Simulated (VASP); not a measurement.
# ScPd3 (Pm-3m) in VASP: electric field gradients with LDA

Aim: the electric field gradients of ScPd3 with LDA.

All numbers are computed with VASP 6.6.1; they aren't measurements. Logs are shortened: lines on timing, memory, paths and dates and some standing lists are left out, and cuts for length are marked.

## (1) The cell of the first run

It takes space group Pm-3m (No. 221, cubic). The conventional cell has a = 3.903 Å, b = 3.903 Å, c = 3.903 Å, α = 90.00°, β = 90.00°, γ = 90.00°. Sc (site symmetry m-3m) has 12 Pd at 2.76 Å within 3.6 Å. Within 3.6 Å of Pd (site symmetry 4/mmm) lie 4 Sc at 2.76 Å and 8 Pd at 2.76 Å.

## (2) Electric field gradients, LDA

The input, INCAR:

```
ALGO = Fast
EDIFF = 1E-8
ENCUT = 520
ISIF = 2
ISMEAR = -1
LASPH = T
LCHARG = F
LEFG = T
LREAL = F
LWAVE = F
NBANDS = 28
NELM = 80
PREC = Accurate
SIGMA = 0.15
```

The input, KPOINTS:

```
k-points
0
Gamma
  12 12 12
```

The input, POSCAR:

```
ScPd3
1.0
    3.9027291362      0.0000000000      0.0000000000
    0.0000000000      3.9027291362      0.0000000000
    0.0000000000      0.0000000000      3.9027291362
Sc Pd
1 3
Direct
    0.0000000000      0.0000000000      0.0000000000
    0.0000000000      0.5000000000      0.5000000000
    0.5000000000      0.0000000000      0.5000000000
    0.5000000000      0.5000000000      0.0000000000
```

Potentials or basis: VASP PAW LDA potentials, release 64 (Sc_sv, Pd).

Started as:

```sh
cat potpaw_LDA.64/Sc_sv/POTCAR potpaw_LDA.64/Pd/POTCAR > POTCAR
mpirun -np 1 vasp_std > vasp.out
```

OUTCAR:

```text
EDIFF = 1E-8
   ENCUT = 520
   ISIF = 2
   ISMEAR = -1
   LASPH = T
   LREAL = F
   NELM = 80
   PREC = Accurate

 ion  position               nearest neighbor table
   1  0.000  0.000  0.000-   2 2.76   3 2.76   4 2.76   2 2.76   3 2.76   2 2.76   4 2.76   2 2.76
                             3 2.76   4 2.76   3 2.76   4 2.76
   2  0.000  0.500  0.500-   1 2.76   3 2.76   4 2.76   1 2.76   4 2.76   1 2.76   3 2.76   1 2.76
                             3 2.76   4 2.76   4 2.76   3 2.76
   3  0.500  0.000  0.500-   1 2.76   2 2.76   4 2.76   1 2.76   4 2.76   2 2.76   4 2.76   4 2.76
                             1 2.76   2 2.76   1 2.76   2 2.76
   4  0.500  0.500  0.000-   1 2.76   2 2.76   3 2.76   2 2.76   3 2.76   1 2.76   3 2.76   3 2.76
                             1 2.76   2 2.76   2 2.76   1 2.76

  LATTYP: Found a simple cubic cell.
 ALAT       =     3.9027291362

  Lattice vectors:

 A1 = (   3.9027291362,   0.0000000000,   0.0000000000)
 A2 = (   0.0000000000,   3.9027291362,   0.0000000000)
 A3 = (   0.0000000000,   0.0000000000,   3.9027291362)

Analysis of symmetry for initial positions (statically):
=====================================================================
 Subroutine PRICEL returns:
 Original cell was already a primitive cell.

 Routine SETGRP: Setting up the symmetry group for a
 simple cubic supercell.

 Subroutine GETGRP returns: Found 48 space group operations
 (whereof 48 operations were pure point group operations)
 out of a pool of 48 trial point group operations.

The static configuration has the point symmetry O_h .

Analysis of symmetry for dynamics (positions and initial velocities):
=====================================================================
 Subroutine PRICEL returns:
 Original cell was already a primitive cell.

 Routine SETGRP: Setting up the symmetry group for a
 simple cubic supercell.

 Subroutine GETGRP returns: Found 48 space group operations
 (whereof 48 operations were pure point group operations)
 out of a pool of 48 trial point group operations.

The dynamic configuration has the point symmetry O_h .

 Subroutine INISYM returns: Found 48 space group operations
 (whereof 48 operations are pure point group operations),
 and found     1 'primitive' translations

[... 142 lines left out ...]
  ---------------------------------------------------
  free energy    TOTEN  =       -29.85149692 eV

  energy without entropy =      -29.68324275  energy(sigma->0) =      -29.76736983

 E-fermi :   9.1149     XC(G=0): -13.2123

 val. band max:        9.0923426957   @ k =   0.3333   0.1667   0.1667
 cond. band min:       9.1206594782   @ k =   0.0833   0.0833   0.0000
 fundamental gap:      0.0283167825
 Fermi energy:         9.1148898189

 k-point     1 :       0.0000    0.0000    0.0000
  band No.  band energies     occupation
      1     -39.3447      2.00000
      2     -18.3433      2.00000
      3     -18.3433      2.00000
      4     -18.3433      2.00000
      5       2.0177      2.00000
      6       3.6864      2.00000
[... 733 lines left out ...]
     27      14.4582      0.00000
     28      15.3467      0.00000

 [... further k-points ...]
[... 5 lines left out ...]
  --------------------------------------------------------------------------------------
  -------------------------------------------------------------------------------------
  Total        0.2311488      0.2311488      0.2311488     -0.0000000     -0.0000000     -0.0000000
  in kB        6.2301291      6.2301291      6.2301291     -0.0000000     -0.0000000     -0.0000000
  external PRESSURE =       6.2301291 kB  Pullay stress =       0.0000000 kB

 VOLUME and BASIS-vectors are now :
 -----------------------------------------------------------------------------
  energy-cutoff  :      520.00
  volume of cell :       59.44
      direct lattice vectors                 reciprocal lattice vectors
     3.902729136  0.000000000  0.000000000     0.256230951  0.000000000  0.000000000
     0.000000000  3.902729136  0.000000000     0.000000000  0.256230951  0.000000000
     0.000000000  0.000000000  3.902729136     0.000000000  0.000000000  0.256230951

 POSITION                                       TOTAL-FORCE (eV/Angst)
 -----------------------------------------------------------------------------------
      0.00000      0.00000      0.00000         0.000000      0.000000      0.000000
      0.00000      1.95136      1.95136         0.000000      0.000000      0.000000
      1.95136      0.00000      1.95136         0.000000      0.000000      0.000000
      1.95136      1.95136      0.00000         0.000000      0.000000      0.000000
 -----------------------------------------------------------------------------------
    total drift:                                0.000000      0.000000     -0.000000

  FREE ENERGIE OF THE ION-ELECTRON SYSTEM (eV)
  ---------------------------------------------------
  free  energy   TOTEN  =       -29.8514969187 eV

  energy  without entropy=      -29.6832427486  energy(sigma->0) =      -29.76736983

 Electric field gradients (V/A^2)
---------------------------------------------------------------------
 ion       V_xx      V_yy      V_zz      V_xy      V_xz      V_yz
---------------------------------------------------------------------
   1      -0.000    -0.000    -0.000     0.000     0.000     0.000
   2     -56.270    28.135    28.135     0.000     0.000    -0.000
   3      28.135   -56.270    28.135     0.000    -0.000     0.000
   4      28.135    28.135   -56.270     0.000    -0.000     0.000
---------------------------------------------------------------------

 Electric field gradients after diagonalization (V/A^2)
 (convention: |V_zz| > |V_xx| > |V_yy|)
----------------------------------------------------------------------
 ion       V_xx      V_yy      V_zz     asymmetry (V_yy - V_xx)/ V_zz
----------------------------------------------------------------------
   1      -0.000    -0.000    -0.000      -0.184
   2      28.135    28.135   -56.270       0.000
   3      28.135    28.135   -56.270       0.000
   4      28.135    28.135   -56.270       0.000
----------------------------------------------------------------------

           NMR quadrupolar parameters

 Cq : quadrupolar parameter    Cq=e*Q*V_zz/h
 eta: asymmetry parameters     (V_yy - V_xx)/ V_zz
 Q  : nuclear electric quadrupole moment in mb (millibarn)
----------------------------------------------------------------------
 ion       Cq(MHz)       eta       Q (mb)
----------------------------------------------------------------------
   1      -0.000      -0.184       1.000
   2      -0.136       0.000       1.000
   3      -0.136       0.000       1.000
   4      -0.136       0.000       1.000
----------------------------------------------------------------------
```

OSZICAR:

```text
N       E                     dE             d eps       ncg     rms          rms(c)
DAV:   1     0.376785580146E+03    0.37679E+03   -0.18948E+04  4760   0.156E+03
DAV:   2    -0.783876494033E+00   -0.37757E+03   -0.36568E+03  4748   0.437E+02
DAV:   3    -0.304627082786E+02   -0.29679E+02   -0.27094E+02  7316   0.115E+02
DAV:   4    -0.317828384033E+02   -0.13201E+01   -0.13002E+01  7180   0.276E+01
DAV:   5    -0.317886254549E+02   -0.57871E-02   -0.57858E-02  5988   0.155E+00    0.150E+01
RMM:   6    -0.300799278409E+02    0.17087E+01   -0.29634E+00  5797   0.159E+01    0.591E+00
RMM:   7    -0.299046063064E+02    0.17532E+00   -0.13592E+00  6798   0.831E+00    0.222E+00
RMM:   8    -0.298671772335E+02    0.37429E-01   -0.87448E-02  6474   0.247E+00    0.156E+00
RMM:   9    -0.298529504846E+02    0.14227E-01   -0.42288E-02  5655   0.224E+00    0.486E-01
RMM:  10    -0.298516232385E+02    0.13272E-02   -0.86831E-03  6467   0.928E-01    0.136E-01
RMM:  11    -0.298515062249E+02    0.11701E-03   -0.15872E-03  6542   0.253E-01    0.741E-02
RMM:  12    -0.298515013455E+02    0.48794E-05   -0.29931E-04  6978   0.132E-01    0.385E-02
RMM:  13    -0.298514956257E+02    0.57198E-05   -0.72939E-05  6834   0.677E-02    0.624E-03
RMM:  14    -0.298514966495E+02   -0.10238E-05   -0.21371E-05  7118   0.307E-02    0.754E-03
RMM:  15    -0.298514971377E+02   -0.48816E-06   -0.42408E-06  7338   0.118E-02    0.534E-03
RMM:  16    -0.298514968844E+02    0.25324E-06   -0.12569E-06  6467   0.785E-03    0.172E-03
RMM:  17    -0.298514969117E+02   -0.27308E-07   -0.38045E-07  6401   0.460E-03    0.141E-03
RMM:  18    -0.298514969187E+02   -0.69122E-08   -0.84150E-08  5195   0.270E-03
   1 F= -.29851497E+02 E0= -.29767370E+02  d E =-.168254E+00
```

stdout:

```text
POSCAR found type information on POSCAR ScPd
 POSCAR found :  2 types and       4 ions
 scaLAPACK will be used
 LDA part: xc-table for (Slater(with rela. corr.)+CA(PZ))
 , standard interpolation
 POSCAR, INCAR and KPOINTS ok, starting setup
 FFT: planning ... GRIDC
 FFT: planning ... GRID_SOFT
 FFT: planning ... GRID
 WAVECAR not read
 entering main loop
ion   1

ion   2

ion   3

ion   4
```

It took 2.8 min on 1 thread of Oxide Virtual Turin-like, shared host; peak memory 0.2 GiB.

What came out:

```yaml
Free_energy: -29.8515 eV
Pressure: 0.6 GPa
```

Electric field gradients, principal values (V/Å²):
```csv
atom,least,middle,greatest (by size)
1 Sc,0.000,0.000,0.000
2 Pd,28.135,28.135,-56.270
3 Pd,28.135,28.135,-56.270
4 Pd,28.135,28.135,-56.270
```

Caveat: without QUAD_EFG the Cq values of the log hold for a quadrupole moment of 1 mb, not for the nuclei.
